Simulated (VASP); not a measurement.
Here is a VASP 6.6.1 calculation.

Contents of INCAR:

```
  PREC = Accurate
  ENCUT = 520
  EDIFF = 1E-7
  ISMEAR = -1
  SIGMA = 0.1
  LREAL = F
  LASPH = T
  NELM = 60
  ALGO = Normal
  ISIF = 2
  LWAVE = F
  LCHARG = F
  GGA = RP
  NBANDS = 11
```

The input KPOINTS:

```
regular mesh
0
Gamma
  15 15 15
```

The input POSCAR:

```
Pt
1.0
    0.0000000000      1.9609000000      1.9609000000
    1.9609000000      0.0000000000      1.9609000000
    1.9609000000      1.9609000000      0.0000000000
Pt
1
Direct
    0.0000000000      0.0000000000      0.0000000000
```

Potentials or basis: VASP PAW PBE potentials, release 64 (Pt).

Launch:

```sh
$ cat potpaw_PBE.64/Pt/POTCAR > POTCAR
$ mpirun -np 1 vasp_std > vasp.out
```

Problem. Predict the band gap on the k mesh.

Solution. Zero (band 5 reaches 11.79 eV, above the bottom of band 6 at 9.61 eV).

Problem. Estimate the pressure.

Solution. 14.2 GPa.

Caveat: the PAW data sets were made with another functional, which shifts forces and pressure a little; spin-orbit coupling is left out, which moves the levels of the heavy elements.
